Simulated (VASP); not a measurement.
Crystal: Ta3Os.

```
Ta Os
1.0
     0.00000    3.22282    3.22282
     3.22282    0.00000    3.22282
     3.22282    3.22282    0.00000
Ta Os
3 1
Cartesian
  1.6114 1.6114 1.6114
  4.8342 4.8342 4.8342
  3.2228 3.2228 3.2228
  0.0000 0.0000 0.0000
```

Base run:

```yaml
Program: VASP 6.6.1
Functional: PBEsol
Potentials_or_basis: VASP PAW PBE potentials, release 64 (Ta_pv, Os)
Cutoff: 520 eV
k_mesh: 8 × 8 × 8
Occupations: fermi-dirac, width 0.05 eV
Spin: no spin polarisation
```

Its results: pressure -4.8 GPa.

After a change of settings the same cell gave: pressure -6.0 GPa. Which change was it?
A. k mesh from 8 × 8 × 8 to 4 × 4 × 4
B. k mesh from 8 × 8 × 8 to 3 × 3 × 3
C. k mesh from 8 × 8 × 8 to 6 × 6 × 6
D. k mesh from 8 × 8 × 8 to 2 × 2 × 2

B.

Caveats: some runs use coarse meshes; the PAW data sets were made with another functional, which shifts forces and pressure a little.
